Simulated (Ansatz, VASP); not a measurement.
**One calculation of SnSe, two programs**

```xyz
2
Lattice="0.0000 3.3889 3.3889 3.3889 0.0000 3.3889 3.3889 3.3889 0.0000" Properties=species:S:1:pos:R:3 pbc="T T T"
Sn    0.0000    0.0000    0.0000
Se    1.6945    1.6945    1.6945
```

Alike in both runs: functional PBE; k mesh 12 × 12 × 12; occupations fermi-dirac, width 0.05 eV; no spin polarisation.

Ansatz relaxed the structure, and its values are those at the end. VASP's run is a single point on that final structure, the one shown.

|  | VASP | Ansatz |
| --- | --- | --- |
| version | VASP 6.6.1 | Ansatz 0.2.0 |
| potentials or method | VASP PAW PBE potentials, release 64 (Sn_d, Se) | PAW with Ansatz's default frozen-core files, scalar-relativistic |
| plane-wave cutoff (eV) | 520 | 420 |
| valence electrons in the cell | 20 | 30 |

```csv
,VASP,Ansatz,Ansatz less VASP
pressure (GPa),0.0,0.0,0.00
```

The functional is the same, so the differences come from potentials, cutoffs and numerics. VASP's potentials hold 20 valence electrons a cell and Ansatz's 30, so a difference there can come from the potentials and not from the codes.
